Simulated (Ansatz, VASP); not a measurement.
**One calculation of Hf, two programs**

```
Hf
1.0
     2.78728    0.00000    0.00000
     0.00000    2.78728    0.00000
     0.00000    0.00000    2.78728
Hf
1
Direct
  0.00000 0.00000 0.00000
```

Change from the starting cell: volume scaled by 0.92, LAPW.

Alike in both runs: task single point; functional PBEsol; k mesh 13 × 13 × 13; occupations fermi-dirac, width 0.08 eV; no spin polarisation.

```csv
,VASP,Ansatz
version,VASP 6.6.1,Ansatz 0.2.0
potentials or method,"VASP PAW PBE potentials, release 64 (Hf_pv), cutoff 520 eV","all-electron LAPW, scalar-relativistic"
```

VASP gave:

- pressure (GPa): 7.7

Question: Which values does Ansatz return?

Answer: Pressure (GPa): 8.0.

VASP's potentials were made for PBE, not for PBEsol. Ansatz ran all-electron here, and VASP with PAW potentials.

Neither program's run includes spin-orbit coupling.
